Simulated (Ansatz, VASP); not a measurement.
# Two plane-wave programs on W

```
W
1.0
     2.77339    0.00000    0.00000
    -1.38670    2.40183    0.00000
     0.00000    0.00000   10.19206
W
4
Direct
  0.33333 0.66667 0.38115
  0.66667 0.33333 0.88115
  0.66667 0.33333 0.61885
  0.33333 0.66667 0.11885
```

Alike in both runs: functional PBE; k mesh 6 × 6 × 4; occupations gaussian, width 0.1 eV; no spin polarisation.

Ansatz relaxed the structure, and its values are those at the end. VASP's run is a single point on that final structure, the one shown.

|  | VASP | Ansatz |
| --- | --- | --- |
| version | VASP 6.6.1 | Ansatz 0.2.0 |
| potentials or method | VASP PAW PBE potentials, release 64 (W_sv), cutoff 520 eV | scalar-relativistic, plane waves, PAW |
| valence electrons in the cell | 56 | 56 |

|  | VASP | Ansatz | Ansatz less VASP |
| --- | --- | --- | --- |
| gap on the k mesh at the Fermi level (eV) | none | none | - |
| pressure (GPa) | 0.6 | 0.0 | -0.55 |
| rms of the force components (eV/Å) | 0.010 | 0.011 | +0.0003 |

A gap of «none» marks a metal or a gap that the smearing closes. The functional is the same, so the differences come from potentials, cutoffs and numerics.

The k mesh is coarse, so the values compare programs but aren't converged. Spin-orbit coupling is off throughout.
